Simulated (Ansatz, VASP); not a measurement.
This is a calculation of Au for VASP 6.6.1.

The input INCAR:

```
SYSTEM = Au
  PREC = Accurate
  ENCUT = 520
  EDIFF = 1E-6
  ISMEAR = -1
  SIGMA = 0.05
  LREAL = .False.
  LASPH = .True.
  NELM = 60
  ALGO = Fast
  ISIF = 2
  LWAVE = .False.
  LCHARG = .False.
  GGA = PE
  NBANDS = 12
```

Contents of KPOINTS:

```
Automatic mesh
0
Gamma
  11 11 11
  0 0 0
```

Contents of POSCAR:

```
Au
1.0
   -1.6672400000      1.6108460000      1.6646960000
    1.6037350000     -1.6356840000      1.6260290000
    1.7364330000      1.7048780000     -1.6895340000
Au
1
Direct
   -0.0098820000     -0.0170920000     -0.0213010000
```

Potentials or basis: VASP PAW PBE potentials, release 64 (Au).

The run is started by

```console
$ cat potpaw_PBE.64/Au/POTCAR > POTCAR
$ mpirun -np 1 vasp_std > vasp.out
```

Problem. Translate it to Ansatz 0.2.0. Potentials there: all-electron LAPW, scalar-relativistic.

Solution. As run (the cutoff follows the program's own potentials):

File input.yaml:

```yaml
crystal:
  lattice:
    - [-1.66724, 1.610846, 1.664696]
    - [1.603735, -1.635684, 1.626029]
    - [1.736433, 1.704878, -1.689534]
  atoms:
    - { symbol: Au, position: [-0.009882, -0.017092, -0.021301] }
kpoints:
  mp_grid: { grid: [11, 11, 11] }
scf:
  occupations: { method: fermi_dirac, width: 0.05 }
hamiltonian:
  xc: pbe
  pseudopotentials: { kind: all_electron, lapw: { basis_error: 0.001 } }
output:
  forces: true
  stress: true
  eigenvalues: true
  populations: true
```

Potentials or basis: all-electron LAPW, scalar-relativistic.

Launch:

```console
$ ansatz run input.yaml --threads 1 --pin off --max-ram 3072MiB --backend cpu --events-out ev --progress --plain --runs-dir out
```

Both were run:

|  | VASP | Ansatz | Ansatz less VASP |
| --- | --- | --- | --- |
| gap on the k mesh at the Fermi level (eV) | none | none | - |
| pressure (GPa) | -0.7 | -0.5 | +0.19 |
| traceless stress, the component that is largest in VASP (GPa) | -2.08 | -2.09 | -0.011 |

A gap of «none» marks a metal or a gap that the smearing closes. Ansatz ran all-electron here, and VASP with PAW potentials.

Neither program's run includes spin-orbit coupling.
